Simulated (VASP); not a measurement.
# HW4S8 (a cell with a defect) in VASP: notebook

HW4S8 (a cell with a defect) is run at these levels: PBE; tasks: single point.

Program: VASP 6.6.1. These are calculated values, not measurements. Logs are shortened: lines on timing, memory, paths and dates and some standing lists are left out, and cuts for length are marked.

## 1. The cell of the first run

The cell holds a defect, 13 atoms: a = 6.375 Å, b = 6.375 Å, c = 8.332 Å, α = 67.50°, β = 67.50°, γ = 60.00°.

## 2. Single point, PBE

INCAR reads:

```
PREC = Accurate ; ENCUT = 520
EDIFF = 1E-6 ; ISMEAR = 0
SIGMA = 0.02 ; LREAL = F
LASPH = T ; NELM = 60
ALGO = Normal ; ISIF = 2
LWAVE = F ; LCHARG = F
GGA = PE ; NELECT = 104.0
NBANDS = 64
```

KPOINTS reads:

```
regular mesh
0
Gamma
  3 3 3
```

POSCAR reads:

```
HW4S8
1.0
    3.1877473260     -5.5213403304      0.0000000000
   -3.1877473260     -5.5213403304      0.0000000000
    0.0000000000     -3.6808935536     -7.4744493696
W S H
4 8 1
Direct
    0.5072668793      0.4970675138      0.9893461892
    0.0061245479      0.4969200345      0.9894944275
    0.5063075470     -0.0015529684      0.9896181825
    0.0053788935      0.0017437246      0.9880042843
    0.9250231352      0.8950025626      0.7738756013
    0.4073170176      0.8953450326      0.7732316742
    0.9094708002      0.4032895270      0.7773062219
    0.4074040543      0.4050704315      0.7796514113
    0.7701954280      0.7627305954      0.1989535184
    0.2685139835      0.7628022187      0.1987664812
    0.7687330722      0.2613522059      0.2003490727
    0.2690895376      0.2610478087      0.2004169038
    0.6280519883      0.9925416675      0.7498537649
```

Potentials or basis: VASP PAW PBE potentials, release 64 (W_sv, S, H).

The run is started by

```console
cat potpaw_PBE.64/W_sv/POTCAR potpaw_PBE.64/S/POTCAR potpaw_PBE.64/H/POTCAR > POTCAR
mpirun -np 1 vasp_std > vasp.out
```

OUTCAR:

```text
PREC = Accurate
   ENCUT = 520
   EDIFF = 1E-6
   ISMEAR = 0
   LREAL = F
   LASPH = T
   NELM = 60
   ISIF = 2
   GGA = PE
   NELECT = 104.0

 ion  position               nearest neighbor table
   1  0.507  0.497  0.989-   8 2.41  11 2.42   6 2.42   7 2.42  12 2.42  10 2.43   4 3.17   2 3.18
                             3 3.18   3 3.19   2 3.20   4 3.21
   2  0.006  0.497  0.989-   8 2.41   5 2.42  11 2.42   7 2.42  12 2.42   9 2.43   4 3.16   1 3.18
                             3 3.18   3 3.19   1 3.20   4 3.21
   3  0.506  0.998  0.990-  13 1.85   9 2.42  10 2.42  12 2.42   8 2.43   5 2.50   6 2.50   1 3.18
                             2 3.18   4 3.19   4 3.19   2 3.19   1 3.19
   4  0.005  0.002  0.988-   7 2.41  11 2.42  10 2.42   9 2.42   5 2.43   6 2.43   2 3.16   1 3.17
                             3 3.19   3 3.19   1 3.21   2 3.21
   5  0.925  0.895  0.774-  13 1.74   2 2.42   4 2.43   3 2.50
   6  0.407  0.895  0.773-  13 1.72   1 2.42   4 2.43   3 2.50
   7  0.909  0.403  0.777-   4 2.41   1 2.42   2 2.42
   8  0.407  0.405  0.780-   2 2.41   1 2.41   3 2.43
   9  0.770  0.763  0.199-   3 2.42   4 2.42   2 2.43
  10  0.269  0.763  0.199-   3 2.42   4 2.42   1 2.43
  11  0.769  0.261  0.200-   1 2.42   4 2.42   2 2.42
  12  0.269  0.261  0.200-   3 2.42   2 2.42   1 2.42
  13  0.628  0.993  0.750-   6 1.72   5 1.74   3 1.85

  LATTYP: Found a trigonal (rhomboedric) cell.
 ALAT       =     8.3316487403
 COS(alpha) =     0.7072237310

  Lattice vectors:

 A1 = (  -3.1877473260,   1.8404467768,  -7.4744493696)
 A2 = (   3.1877473260,   1.8404467768,  -7.4744493696)
 A3 = (   0.0000000000,  -3.6808935536,  -7.4744493696)

Analysis of symmetry for initial positions (statically):
=====================================================================
 Subroutine PRICEL returns:
 Original cell was already a primitive cell.

 Routine SETGRP: Setting up the symmetry group for a
 trigonal (rhombohedral) supercell.

 Subroutine GETGRP returns: Found  1 space group operations
 (whereof  1 operations were pure point group operations)
 out of a pool of 12 trial point group operations.

The static configuration has the point symmetry C_1 .

Analysis of symmetry for dynamics (positions and initial velocities):
=====================================================================
 Subroutine PRICEL returns:
 Original cell was already a primitive cell.

 Routine SETGRP: Setting up the symmetry group for a
 trigonal (rhombohedral) supercell.

 Subroutine GETGRP returns: Found  1 space group operations
 (whereof  1 operations were pure point group operations)
 out of a pool of 12 trial point group operations.

The dynamic configuration has the point symmetry C_1 .

 Subroutine INISYM returns: Found  1 space group operations
 (whereof  1 operations are pure point group operations),
 and found     1 'primitive' translations

----------------------------------------------------------------------------------------

                                     Primitive cell

  volume of cell :     263.1102

  direct lattice vectors                    reciprocal lattice vectors
     3.187747326 -5.521340330  0.000000000     0.156850575 -0.090557722  0.044596373
    -3.187747326 -5.521340330  0.000000000    -0.156850575 -0.090557722  0.044596373
     0.000000000 -3.680893554 -7.474449370     0.000000000  0.000000000 -0.133789120

  length of vectors
     6.375494652  6.375494652  8.331648740     0.186525173  0.186525173  0.133789120

  position of ions in fractional coordinates (direct lattice)
     0.507266879  0.497067514  0.989346189
     0.006124548  0.496920035  0.989494427
     0.506307547  0.998447032  0.989618183
     0.005378894  0.001743725  0.988004284
     0.925023135  0.895002563  0.773875601
     0.407317018  0.895345033  0.773231674
     0.909470800  0.403289527  0.777306222
     0.407404054  0.405070432  0.779651411
     0.770195428  0.762730595  0.198953518
     0.268513984  0.762802219  0.198766481
     0.768733072  0.261352206  0.200349073
     0.269089538  0.261047809  0.200416904
     0.628051988  0.992541667  0.749853765

  ion indices of the primitive-cell ions
   primitive index   ion index
                 1           1
[... 25 lines left out ...]
    -0.052283525 -0.030185907  0.014865458     0.000000000  0.333333333  0.000000000
     0.000000000  0.000000000 -0.044596373     0.000000000  0.000000000  0.333333333

  Length of vectors
     0.062175058  0.062175058  0.044596373

  Shift w.r.t. Gamma in fractional coordinates (k-lattice)
     0.000000000  0.000000000  0.000000000

 Subroutine IBZKPT returns following result:
 ===========================================

 Found     14 irreducible k-points:

 Following reciprocal coordinates:
            Coordinates               Weight
  0.000000  0.000000  0.000000      1.000000
  0.333333 -0.000000  0.000000      2.000000
 -0.000000  0.333333  0.000000      2.000000
 -0.333333 -0.333333 -0.333333      2.000000
  0.333333  0.333333  0.000000      2.000000
 -0.000000  0.333333  0.333333      2.000000
 -0.333333  0.000000 -0.333333      2.000000
 -0.333333  0.333333  0.000000      2.000000
 -0.333333  0.333333  0.333333      2.000000
 -0.333333  0.333333 -0.333333      2.000000
  0.000000  0.000000  0.333333      2.000000
 -0.333333  0.000000  0.333333      2.000000
  0.000000 -0.333333  0.333333      2.000000
  0.333333  0.333333 -0.333333      2.000000
   k-points           NKPTS =     14   k-points in BZ     NKDIM =     14   number of bands    NBANDS=     64
   number of dos      NEDOS =    301   number of ions     NIONS =     13
   total plane-waves  NPLWV = 147456
   dimension x,y,z NGX =    48 NGY =   48 NGZ =   64
   dimension x,y,z NGXF=    96 NGYF=   96 NGZF=  128
   ions per type =               4   8   1
   NGX,Y,Z   is equivalent  to a cutoff of  12.52, 12.52, 12.77 a.u.
   NGXF,Y,Z  is equivalent  to a cutoff of  25.03, 25.03, 25.54 a.u.
 SYSTEM =  unknown system
   PREC   = accura    normal or accurate (medium, high low for compatibility)
   ISTART =      0    job   : 0-new  1-cont  2-samecut
   ICHARG =      2    charge: 1-file 2-atom 10-const
   ISPIN  =      1    spin polarized calculation?
   LNONCOLLINEAR =      F non collinear calculations
   LSORBIT =      F    spin-orbit coupling
   LASPH  =      T    aspherical Exc in radial PAW
   ENCUT  =  520.0 eV  38.22 Ry    6.18 a.u.  11.85 11.85 15.49*2*pi/ulx,y,z
   NELM   =     60;   NELMIN=  2; NELMDL= -5     # of ELM steps
   EDIFF  = 0.1E-05   stopping-criterion for ELM
   LREAL  =      F    real-space projection
   EDIFFG = 0.1E-04   stopping-criterion for IOM
   NSW    =      0    number of steps for IOM
   IBRION =     -1    ionic relax: 0-MD 1-quasi-New 2-CG
   NFREE  =      0    steps in history (QN), initial steepest desc. (CG)
   ISIF   =      2    stress and relaxation
   ISYM   =      2    0-nonsym 1-usesym 2-fastsym
   POTIM  = 0.5000    time-step for ionic-motion
   TEBEG  =    0.0;   TEEND  =   0.0 temperature during run
   PSTRESS=    0.0 pullay stress
   NELECT =     104.0000    total number of electrons
   NUPDOWN=      -1.0000    fix difference up-down
   EMIN   =  10.00;   EMAX   =-10.00  energy-range for DOS
   EFERMI =   0.00;   METHOD = LEGACY
   ISMEAR =     0;   SIGMA  =   0.02  broadening in eV -4-tet -1-fermi 0-gaus
   EFERMI_NEDOS =   21; number of points for ismear=-14 and -15
   IALGO  =     38    algorithm
   IMIX   =      4    mixing-type and parameters
     AMIX     =   0.40;   BMIX     =  1.00
     AMIX_MAG =   1.60;   BMIX_MAG =  1.00
  volume/ion in A,a.u.               =      20.24       136.58
  Fermi-wavevector in a.u.,A,eV,Ry     =   1.201453  2.270417 19.639860  1.443489
  Thomas-Fermi vector in A             =   2.337261
   LORBIT       =      0    0 simple, 1 ext, 2 COOP (PROOUT), +10 PAW based schemes
   GGA     = PE    functional components
   LHFCALC =     F    Hartree Fock is set to
   AEXX    =    0.0000 exact exchange contribution
   IVDW    =     0    specifies the selected vdW correction
   LEPSILON=     F    determine dielectric tensor
   LRPA    =     F    only Hartree local field effects (RPA)
 non-spin polarized calculation
 Gauss-broadening in eV      SIGMA  =   0.02
  energy-cutoff  :      520.00
  volume of cell :      263.11
 maximum number of plane-waves:      7114
   NGX = 23   NGY = 23   NGZ = 31

 number of electron     103.9999993 magnetization

 Free energy of the ion-electron system (eV)
  ---------------------------------------------------
  ext. energy  EPLUGINS =         0.00000000
  ---------------------------------------------------
  free energy    TOTEN  =      -101.83074720 eV

  energy without entropy =     -101.83074720  energy(sigma->0) =     -101.83074720

 E-fermi :   4.6191     XC(G=0):  -9.4535

 val. band max:        4.3988025576   @ k =  -0.3333   0.3333   0.0000
 cond. band min:       6.0829261989   @ k =  -0.3333   0.3333   0.3333
 fundamental gap:      1.6841236413
 Fermi energy:         4.6190906492

 k-point     1 :       0.0000    0.0000    0.0000
  band No.  band energies     occupation
      1     -69.8080      2.00000
      2     -69.6863      2.00000
      3     -69.6206      2.00000
      4     -69.6131      2.00000
      5     -34.1501      2.00000
      6     -34.1160      2.00000
[... 927 lines left out ...]
     63       7.9464      0.00000
     64       7.9771      0.00000

------------------------ aborting loop because EDIFF is reached ----------------------------------------

  FORCE on cell =-STRESS in cart. coord.  units (eV):
  Direction    XX          YY          ZZ          XY          YZ          ZX
  --------------------------------------------------------------------------------------
  -------------------------------------------------------------------------------------
  Total       -8.4708786     -9.1259958    -10.6575710      0.5582628      0.0863348     -0.0796438
  in kB      -51.5823866    -55.5716433    -64.8979846      3.3994732      0.5257255     -0.4849811
  external PRESSURE =     -57.3506715 kB  Pullay stress =       0.0000000 kB

 VOLUME and BASIS-vectors are now :
 -----------------------------------------------------------------------------
  energy-cutoff  :      520.00
  volume of cell :      263.11
      direct lattice vectors                 reciprocal lattice vectors
     3.187747326 -5.521340330  0.000000000     0.156850575 -0.090557722  0.044596373
    -3.187747326 -5.521340330  0.000000000    -0.156850575 -0.090557722  0.044596373
     0.000000000 -3.680893554 -7.474449370     0.000000000  0.000000000 -0.133789120

 POSITION                                       TOTAL-FORCE (eV/Angst)
 -----------------------------------------------------------------------------------
      0.03251     -9.18695     -7.39482        -0.003866     -0.002006     -0.006937
     -1.56453     -6.41970     -7.39593        -0.003896      0.006652     -0.013124
     -1.56882    -11.95094     -7.39685         0.003192      0.009138      0.019327
      0.01159     -3.67606     -7.38479         0.014619     -0.000050     -0.002675
      0.09570    -12.89753     -5.78429        -0.011724      0.022540     -0.007716
     -1.55571    -10.03862     -5.77948        -0.000191      0.025962     -0.036534
      1.61358    -10.10938     -5.80994         0.000079     -0.016978     -0.000235
      0.00744     -7.35576     -5.82746        -0.007289     -0.016888     -0.006171
      0.02380     -9.19613     -1.48707         0.010079     -0.004714     -0.000193
     -1.57567     -6.42589     -1.48567         0.006421      0.003279     -0.005190
      1.61740     -6.42491     -1.49750         0.003634     -0.017603     -0.006186
      0.02563     -3.66478     -1.49801        -0.000475     -0.014210      0.000725
     -1.16190    -11.70798     -5.60474        -0.010584      0.004877      0.064910
 -----------------------------------------------------------------------------------
    total drift:                               -0.000097     -0.000293     -0.000790

  FREE ENERGIE OF THE ION-ELECTRON SYSTEM (eV)
  ---------------------------------------------------
  free  energy   TOTEN  =      -101.8307472015 eV

  energy  without entropy=     -101.8307472015  energy(sigma->0) =     -101.83074720
```

Wall time 3 min (1 thread of Intel Xeon 6975P-C (Granite Rapids), shared host); peak memory 0.47 GiB.

What came out:

```yaml
Free_energy: -101.8307 eV
Largest_force: 0.066 eV/Å
```

Forces in eV/Å, atoms in the order of the input:
```
W   -0.004 -0.002 -0.007
W   -0.004  0.007 -0.013
W    0.003  0.009  0.019
W    0.015  0.000 -0.003
S   -0.012  0.023 -0.008
S    0.000  0.026 -0.037
S    0.000 -0.017  0.000
S   -0.007 -0.017 -0.006
S    0.010 -0.005  0.000
S    0.006  0.003 -0.005
S    0.004 -0.018 -0.006
S    0.000 -0.014  0.001
H   -0.011  0.005  0.065
```

Levels at points of the mesh, in eV from the Fermi level:
```tsv
k point	band 49	band 50	band 51	band 52	band 53	band 54	band 55	band 56
(0.00, 0.00, 0.00)	-1.37	-1.08	-1.07	-0.48	2.22	2.37	2.55	2.64
```

Caveat: the cell carries a net charge on a neutralising background, which shifts energy and pressure; the cell is charged against a uniform background, so pressure and absolute levels hang on convention; spin-orbit coupling is left out, which moves the levels of the heavy elements.

## 3. Single point, PBE

INCAR reads:

```
PREC     = Accurate       # precision mode
ENCUT    = 520            # plane-wave cutoff, eV
EDIFF    = 1E-7           # SCF threshold, eV
ISMEAR   = 0              # smearing method
SIGMA    = 0.02           # smearing width, eV
LREAL    = F              # projectors in reciprocal space
LASPH    = T              # aspherical terms in the spheres
NELM     = 60             # most SCF steps
ALGO     = Normal         # electronic algorithm
ISIF     = 2              # what is computed and relaxed
LWAVE    = F              # write WAVECAR
LCHARG   = F              # write CHGCAR
GGA      = PE             # functional
NBANDS   = 64             # bands
NELECT   = 104.0
```

KPOINTS is that of step 2.

POSCAR reads:

```
HW4S8
1.0
    3.1877473260     -5.5213403304      0.0000000000
   -3.1877473260     -5.5213403304      0.0000000000
    0.0000000000     -3.6808935536     -7.4744493696
W S H
4 8 1
Direct
    0.5158781628      0.4905602841      0.9931664037
    0.0081993407      0.4958361704      0.9958276031
    0.5072225964     -0.0051389031      0.9955408930
    0.0029311341      0.0035127360      0.9931684105
    0.9099941410      0.8983094005      0.7850769615
    0.3995365366      0.8871721115      0.7773472951
    0.9148186081      0.4024508346      0.7818571926
    0.4106733111      0.3976283626      0.7850744195
    0.7689965704      0.7626532194      0.2054504518
    0.2711872723      0.7588175142      0.2014244696
    0.7713780715      0.2590162583      0.2073679175
    0.2750164131      0.2566335257      0.2054503180
    0.5382228588      1.0259026656      0.6821155309
```

Potentials or basis: VASP PAW PBE potentials, release 64 (W_sv, S, H).

The run is started by

```console
cat potpaw_PBE.64/W_sv/POTCAR potpaw_PBE.64/S/POTCAR potpaw_PBE.64/H/POTCAR > POTCAR
mpirun -np 1 vasp_std > vasp.out
```

It took 3.6 min on 1 thread of Intel Xeon 6975P-C (Granite Rapids), shared host; peak memory 0.46 GiB.

It converged, with:

```
Free energy   : -101.7822 eV
Largest force : 0.073 eV/Å
```

Forces in eV/Å, atoms in the order of the input:
```
W    0.008  0.001 -0.015
W    0.000  0.001  0.000
W    0.000 -0.004  0.000
W   -0.008  0.001 -0.015
S    0.001 -0.003  0.001
S    0.000 -0.041  0.061
S    0.000  0.000  0.001
S   -0.002 -0.003  0.001
S   -0.002  0.001  0.003
S    0.000 -0.001 -0.001
S    0.000  0.002  0.004
S    0.002  0.001  0.003
H    0.000  0.044 -0.043
```

Levels at points of the mesh, in eV from the Fermi level:
| k point | band 48 | band 49 | band 50 | band 51 | band 52 | band 53 | band 54 | band 55 | band 56 | band 57 |
| --- | --- | --- | --- | --- | --- | --- | --- | --- | --- | --- |
| (0.00, 0.00, 0.00) | -1.39 | -1.19 | -1.11 | -1.03 | -0.43 | 1.65 | 2.53 | 2.61 | 2.61 | 2.67 |

Caveat: the cell carries a net charge on a neutralising background, which shifts energy and pressure; the cell is charged against a uniform background, so pressure and absolute levels hang on convention; spin-orbit coupling is left out, which moves the levels of the heavy elements.

(Part 1 of 2 ends here.)
